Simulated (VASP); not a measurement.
Here is a VASP 6.6.1 calculation.

INCAR

```
SYSTEM = MoSe
PREC = Accurate
ENCUT = 520
EDIFF = 1E-6
ISMEAR = 0
SIGMA = 0.1
LREAL = .False.
LASPH = .True.
NELM = 60
ALGO = Normal
ISIF = 2
LWAVE = .False.
LCHARG = .False.
GGA = PE
NBANDS = 17
```

Contents of KPOINTS:

```
Automatic mesh
0
Gamma
  12 12 12
  0 0 0
```

POSCAR

```
MoSe
1.0
    0.0000000000      3.0003406808      3.0003406808
    3.0003406808      0.0000000000      3.0003406808
    3.0003406808      3.0003406808      0.0000000000
Mo Se
1 1
Direct
    0.0000000000      0.0000000000      0.0000000000
    0.2500000000      0.2500000000      0.2500000000
```

Potentials or basis: VASP PAW PBE potentials, release 64 (Mo_sv, Se).

Command:

```console
$ cat potpaw_PBE.64/Mo_sv/POTCAR potpaw_PBE.64/Se/POTCAR > POTCAR
$ mpirun -np 1 vasp_std > vasp.out
```

(1) Predict the pressure.

(2) Predict the band gap on the k mesh.

## Answers

(1) -12.7 GPa.

(2) zero (bands 10 and 11 overlap by 0.18 eV).

Caveat: the cell stands under tension.
